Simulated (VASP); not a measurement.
Crystal: Si3Bi2TeSe2.

```
Si Bi Te Se
1.0
     4.03347    0.00000    0.00000
    -2.01673    3.49309    0.00000
     0.00000    0.00000   14.97600
Si Bi Te Se
3 2 1 2
Direct
  0.00000 0.00000 0.29935
  0.66667 0.33333 0.51521
  0.33333 0.66667 0.75151
  0.33333 0.66667 0.03936
  0.66667 0.33333 0.16994
  0.00000 0.00000 0.60912
  0.33333 0.66667 0.37913
  0.66667 0.33333 0.82639
```

| Quantity | Value |
| --- | --- |
| Program | VASP 6.6.1 |
| Task | relaxation of cell and atoms |
| Functional | PBE |
| Potentials or basis | VASP PAW PBE potentials, release 64 (Si, Bi_d, Te, Se) |
| Cutoff | 600 eV |
| k mesh | 12 × 12 × 4 |
| Occupations | gaussian, width 0.01 eV |
| Spin | no spin polarisation |

At the start: pressure 0.4 GPa; volume 26.38 Å³/atom.

Problem. Where does the relaxation end?

Solution. Over 14 steps the energy falls by 2.7 meV/atom; space group P3m1 (No. 156, to 0.1 Å) before and after.

Step by step:
```csv
step,energy change (eV),largest force (eV/Å),pressure (GPa),volume (Å³)
1,0.0000,0.3256,0.44,211.00
2,-0.0120,0.1486,-0.21,213.20
3,-0.0124,0.1443,-0.33,213.65
4,-0.0167,0.0647,-0.08,212.58
5,-0.0170,0.0780,0.01,212.21
6,-0.0179,0.0692,0.00,212.12
7,-0.0199,0.0617,-0.02,211.84
8,-0.0201,0.0952,-0.06,211.28
9,-0.0207,0.0646,-0.04,211.56
10,-0.0217,0.0287,0.02,211.11
11,-0.0218,0.0174,0.04,210.92
12,-0.0218,0.0198,-0.07,211.28
13,-0.0218,0.0115,-0.02,211.11
14,-0.0219,0.0098,-0.01,211.05
```

Final structure:
```
CELL_PARAMETERS angstrom
4.04081 0.00000 0.00000
-2.02040 3.49944 0.00000
0.00000 0.00000 14.92499
ATOMIC_POSITIONS crystal
Si 0.00000 0.00000 0.30304
Si 0.66667 0.33333 0.51160
Si 0.33333 0.66667 0.75045
Bi 0.33333 0.66667 0.03731
Bi 0.66667 0.33333 0.16781
Te 0.00000 0.00000 0.60863
Se 0.33333 0.66667 0.38206
Se 0.66667 0.33333 0.82911
```

Caveat: this functional lacks dispersion, which binds the layers, so the pressure and a relaxed spacing across them are unreliable.
